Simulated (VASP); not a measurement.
# Re (P6_3/mmc) in VASP: a series of runs

Re is run at these levels: LDA; tasks: single point.

All numbers are computed with VASP 6.6.1; they aren't measurements. Logs are shortened: lines on timing, memory, paths and dates and some standing lists are left out, and cuts for length are marked.

## Step 1: The cell of the first run

It takes space group P6_3/mmc (No. 194, hexagonal). Conventional cell: a = 2.738 Å, b = 2.738 Å, c = 4.415 Å, α = 90.00°, β = 90.00°, γ = 120.00°. Within 3.6 Å of Re (site symmetry -6m2) lie 12 Re at 2.72 to 2.74 Å.

## Step 2: Single point, LDA

INCAR

```
PREC = Accurate ; ENCUT = 520
EDIFF = 1E-7 ; ISMEAR = -1
SIGMA = 0.05 ; LREAL = False
LASPH = True ; NELM = 60
ALGO = Normal ; ISIF = 2
LWAVE = False ; LCHARG = False
NBANDS = 14
```

KPOINTS

```
Automatic mesh
0
Gamma
  21 21 12
```

POSCAR

```
Re
1.0
    2.7378445059      0.0000000000      0.0000000000
   -1.3689222529      2.3710428937      0.0000000000
    0.0000000000      0.0000000000      4.4151473500
Re
2
Direct
    0.3333333333      0.6666666667      0.2500000000
    0.6666666667      0.3333333333      0.7500000000
```

Potentials or basis: VASP PAW LDA potentials, release 64 (Re).

Run with:

```
$ cat potpaw_LDA.64/Re/POTCAR > POTCAR
$ mpirun -np 1 vasp_std > vasp.out
```

OUTCAR:

```text
PREC = Accurate
   ENCUT = 520
   EDIFF = 1E-7
   ISMEAR = -1
   LREAL = False
   LASPH = True
   NELM = 60
   ISIF = 2

 ion  position               nearest neighbor table
   1  0.333  0.667  0.250-   2 2.72   2 2.72   2 2.72   2 2.72   2 2.72   2 2.72
   2  0.667  0.333  0.750-   1 2.72   1 2.72   1 2.72   1 2.72   1 2.72   1 2.72

  LATTYP: Found a hexagonal cell.
 ALAT       =     2.7378445059
 C/A-ratio  =     1.6126362693

  Lattice vectors:

 A1 = (   2.7378445059,   0.0000000000,   0.0000000000)
 A2 = (  -1.3689222529,   2.3710428937,   0.0000000000)
 A3 = (   0.0000000000,   0.0000000000,   4.4151473500)

Analysis of symmetry for initial positions (statically):
=====================================================================
 Subroutine PRICEL returns:
 Original cell was already a primitive cell.

 Routine SETGRP: Setting up the symmetry group for a
 hexagonal supercell.

 Subroutine GETGRP returns: Found 24 space group operations
 (whereof 12 operations were pure point group operations)
 out of a pool of 24 trial point group operations.

The static configuration has the point symmetry D_3d.
 The point group associated with its full space group is D_6h.

Analysis of symmetry for dynamics (positions and initial velocities):
=====================================================================
 Subroutine PRICEL returns:
 Original cell was already a primitive cell.

 Routine SETGRP: Setting up the symmetry group for a
 hexagonal supercell.

 Subroutine GETGRP returns: Found 24 space group operations
 (whereof 12 operations were pure point group operations)
 out of a pool of 24 trial point group operations.

The dynamic configuration has the point symmetry D_3d.
 The point group associated with its full space group is D_6h.

 Subroutine INISYM returns: Found 24 space group operations
 (whereof 12 operations are pure point group operations),
 and found     1 'primitive' translations

----------------------------------------------------------------------------------------

                                     Primitive cell

  volume of cell :      28.6611

  direct lattice vectors                    reciprocal lattice vectors
     2.737844506  0.000000000  0.000000000     0.365250838  0.210877670  0.000000000
    -1.368922253  2.371042894  0.000000000     0.000000000  0.421755339  0.000000000
     0.000000000  0.000000000  4.415147350     0.000000000  0.000000000  0.226493007

  length of vectors
[... 91 lines left out ...]
   TEBEG  =    0.0;   TEEND  =   0.0 temperature during run
   PSTRESS=    0.0 pullay stress
   NELECT =      14.0000    total number of electrons
   NUPDOWN=      -1.0000    fix difference up-down
   EMIN   =  10.00;   EMAX   =-10.00  energy-range for DOS
   EFERMI =   0.00;   METHOD = LEGACY
   ISMEAR =    -1;   SIGMA  =   0.05  broadening in eV -4-tet -1-fermi 0-gaus
   EFERMI_NEDOS =   21; number of points for ismear=-14 and -15
   IALGO  =     38    algorithm
   IMIX   =      4    mixing-type and parameters
     AMIX     =   0.40;   BMIX     =  1.00
     AMIX_MAG =   1.60;   BMIX_MAG =  1.00
  volume/ion in A,a.u.               =      14.33        96.71
  Fermi-wavevector in a.u.,A,eV,Ry     =   1.289297  2.436418 22.616792  1.662287
  Thomas-Fermi vector in A             =   2.421199
   LORBIT       =      0    0 simple, 1 ext, 2 COOP (PROOUT), +10 PAW based schemes
   GGA     = CA    functional components
   LHFCALC =     F    Hartree Fock is set to
   AEXX    =    0.0000 exact exchange contribution
   IVDW    =     0    specifies the selected vdW correction
   LEPSILON=     F    determine dielectric tensor
   LRPA    =     F    only Hartree local field effects (RPA)
 non-spin polarized calculation
  energy-cutoff  :      520.00
  volume of cell :       28.66
 maximum number of plane-waves:       786
   NGX = 11   NGY = 11   NGZ = 17

 number of electron      14.0000001 magnetization

 Free energy of the ion-electron system (eV)
  ---------------------------------------------------
  ext. energy  EPLUGINS =         0.00000000
  ---------------------------------------------------
  free energy    TOTEN  =       -27.53542695 eV

  energy without entropy =      -27.52268633  energy(sigma->0) =      -27.52905664

 E-fermi :   8.1765     XC(G=0): -13.9843

 val. band max:        8.1739152372   @ k =   0.4286   0.0476   0.5000
 cond. band min:       8.1783192711   @ k =   0.0476   0.0000   0.0000
 fundamental gap:      0.0044040339
 Fermi energy:         8.1764699485

 k-point     1 :       0.0000    0.0000    0.0000
  band No.  band energies     occupation
      1      -1.7903      2.00000
      2       1.3816      2.00000
      3       6.5075      2.00000
      4       6.5075      2.00000
      5       6.5294      2.00000
      6       7.3842      2.00000
      7       7.3842      2.00000
      8       8.3331      0.08349
      9       8.3331      0.08349
     10       9.0034      0.00000
     11      11.6535      0.00000
     12      11.6535      0.00000
     13      18.5859      0.00000
     14      22.4240      0.00000
[... 377 lines left out ...]
      1       0.5321      2.00000
      2       3.0696      2.00000
      3       4.6860      2.00000
      4       4.7984      2.00000
      5       6.3614      2.00000
      6       6.6120      2.00000
      7       7.8688      1.99576
      8       8.3552      0.05457
      9       9.0044      0.00000
     10       9.8881      0.00000
     11      12.2629      0.00000
     12      17.3017      0.00000
     13      18.0605      0.00000
     14      24.0235      0.00000

 [... further k-points ...]

------------------------ aborting loop because EDIFF is reached ----------------------------------------

  FORCE on cell =-STRESS in cart. coord.  units (eV):
  Direction    XX          YY          ZZ          XY          YZ          ZX
  --------------------------------------------------------------------------------------
  -------------------------------------------------------------------------------------
  Total        0.2914654      0.2914654      0.2611774      0.0000000     -0.0000000     -0.0000000
  in kB       16.2931185     16.2931185     14.5999971      0.0000000     -0.0000000     -0.0000000
  external PRESSURE =      15.7287447 kB  Pullay stress =       0.0000000 kB

 VOLUME and BASIS-vectors are now :
 -----------------------------------------------------------------------------
  energy-cutoff  :      520.00
  volume of cell :       28.66
      direct lattice vectors                 reciprocal lattice vectors
     2.737844506  0.000000000  0.000000000     0.365250838  0.210877670  0.000000000
    -1.368922253  2.371042894  0.000000000     0.000000000  0.421755339  0.000000000
     0.000000000  0.000000000  4.415147350     0.000000000  0.000000000  0.226493007

 POSITION                                       TOTAL-FORCE (eV/Angst)
 -----------------------------------------------------------------------------------
     -0.00000      1.58070      1.10379         0.000000      0.000000      0.000000
      1.36892      0.79035      3.31136        -0.000000      0.000000      0.000000
 -----------------------------------------------------------------------------------
    total drift:                                0.000000     -0.000000     -0.000000

  FREE ENERGIE OF THE ION-ELECTRON SYSTEM (eV)
  ---------------------------------------------------
  free  energy   TOTEN  =       -27.5354269507 eV

  energy  without entropy=      -27.5226863265  energy(sigma->0) =      -27.52905664
```

OSZICAR:

```text
N       E                     dE             d eps       ncg     rms          rms(c)
DAV:   1     0.861640611265E+02    0.86164E+02   -0.60962E+03 11152   0.103E+03
DAV:   2    -0.227566336862E+02   -0.10892E+03   -0.92170E+02 14600   0.354E+02
DAV:   3    -0.288868741762E+02   -0.61302E+01   -0.54632E+01 15952   0.107E+02
DAV:   4    -0.289713990830E+02   -0.84525E-01   -0.84115E-01 13658   0.813E+00
DAV:   5    -0.289718507073E+02   -0.45162E-03   -0.45155E-03 15702   0.110E+00    0.448E+01
DAV:   6    -0.278935603967E+02    0.10783E+01   -0.82633E-01 16188   0.145E+01    0.194E+01
DAV:   7    -0.275461615781E+02    0.34740E+00   -0.55372E-01 16226   0.116E+01    0.424E-01
DAV:   8    -0.275365675836E+02    0.95940E-02   -0.50693E-03 14390   0.617E-01    0.152E-01
DAV:   9    -0.275354191039E+02    0.11485E-02   -0.43421E-04 13882   0.192E-01    0.447E-02
DAV:  10    -0.275354277897E+02   -0.86858E-05   -0.46885E-05 14936   0.546E-02    0.224E-02
DAV:  11    -0.275354269566E+02    0.83308E-06   -0.75560E-07 15758   0.106E-02    0.117E-03
DAV:  12    -0.275354269507E+02    0.58442E-08   -0.31184E-08  8604   0.150E-03
   1 F= -.27535427E+02 E0= -.27529057E+02  d E =-.127406E-01
```

stdout:

```text
POSCAR found type information on POSCAR Re
 POSCAR found :  1 types and       2 ions
 scaLAPACK will be used
 LDA part: xc-table for (Slater(with rela. corr.)+CA(PZ))
 , standard interpolation
 POSCAR, INCAR and KPOINTS ok, starting setup
 FFT: planning ... GRIDC
 FFT: planning ... GRID_SOFT
 FFT: planning ... GRID
 WAVECAR not read
 entering main loop
```

Run time: 86 s. Hardware: 1 thread of Intel Xeon 6975P-C (Granite Rapids), shared host; peak memory 0.22 GiB.

Results:

| Quantity | Value |
| --- | --- |
| Free energy | -27.5354 eV |
| Pressure | 1.6 GPa |
| Band gap on the k mesh | zero (bands 7 and 8 overlap by 3.55 eV) |

Levels at points of the mesh, in eV from the Fermi level:
```csv
k point,band 3,band 4,band 5,band 6,band 7,band 8,band 9,band 10,band 11,band 12
"(0.00, 0.00, 0.00)",-1.67,-1.67,-1.65,-0.79,-0.79,0.16,0.16,0.83,3.48,3.48
"(0.00, 0.00, 0.50)",-2.43,-2.43,-1.81,-1.81,-1.81,-1.81,2.64,2.64,2.64,2.64
```

Caveat: spin-orbit coupling is left out, which moves the levels of the heavy elements.

## Step 3: Single point, LDA

INCAR

```
SYSTEM = Re
ALGO = Normal
EDIFF = 1E-6
ENCUT = 520
ISIF = 2
ISMEAR = -1
LASPH = .TRUE.
LCHARG = .FALSE.
LREAL = .FALSE.
LWAVE = .FALSE.
NBANDS = 14
NELM = 60
PREC = Accurate
SIGMA = 0.05
```

KPOINTS

```
k-points
0
G
  21 21 12
  0 0 0
```

POSCAR is that of step 2.

Potentials or basis: VASP PAW LDA potentials, release 64 (Re).

Run with:

```
$ cat potpaw_LDA.64/Re/POTCAR > POTCAR
$ mpirun -np 1 vasp_std > vasp.out
```

Run time: 80 s. Hardware: 1 thread of Intel Xeon 6975P-C (Granite Rapids), shared host; peak memory 0.22 GiB.

Results (log left out):

```yaml
Free_energy: -27.5354 eV
Pressure: 1.6 GPa
Band_gap_on_the_k_mesh: zero (bands 7 and 8 overlap by 3.55 eV)
```

Stress tensor (GPa, compression positive):
```
1.63 0.00 0.00
0.00 1.63 0.00
0.00 0.00 1.46
```

Levels at points of the mesh, in eV from the Fermi level:
| k point | band 5 | band 6 | band 7 | band 8 | band 9 | band 10 |
| --- | --- | --- | --- | --- | --- | --- |
| (0.00, 0.00, 0.00) | -1.65 | -0.79 | -0.79 | 0.16 | 0.16 | 0.83 |
| (0.00, 0.00, 0.50) | -1.81 | -1.81 | -1.81 | -1.81 | 2.64 | 2.64 |

Caveat: spin-orbit coupling is left out, which moves the levels of the heavy elements.
